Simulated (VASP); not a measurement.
AlN, 4 atoms in the cell. It takes space group P6_3mc (No. 186, hexagonal). Conventional cell: a = 3.174 Å, b = 3.174 Å, c = 5.079 Å, α = 90.00°, β = 90.00°, γ = 120.00°. Within 2.6 Å of Al (site symmetry 3m) lie 4 N at 1.93 Å. N (site symmetry 3m) has 4 Al at 1.93 Å within 2.6 Å.  This cell differs from its parent crystal: volume scaled by 1.06.

| Item | Value |
| --- | --- |
| Program | VASP 6.6.1 |
| Task | single point |
| Functional | PBEsol |
| Potentials or basis | VASP PAW PBE potentials, release 64 (Al, N) |
| Cutoff | 520 eV |
| k mesh | 10 × 10 × 6 |
| Occupations | fermi-dirac, width 0.05 eV |
| Spin | no spin polarisation |
| Dipole correction | no |
| Further INCAR settings | ALGO = Normal; EDIFF = 1e-06; NBANDS = 16 |

Potentials or basis: VASP PAW PBE potentials, release 64 (Al, N).

The run is started by

```bash
$ cat potpaw_PBE.64/Al/POTCAR potpaw_PBE.64/N/POTCAR > POTCAR
$ mpirun -np 1 vasp_std > vasp.out
```

Hardware: 1 thread of AMD EPYC 7R13, on a shared host.

Task: Estimate the wall time of this run.

Result: Wall time 78 s on 1 thread of AMD EPYC 7R13, with other jobs on the host, peak memory 0.14 GiB. Counts: scf iterations 13, k points 56.
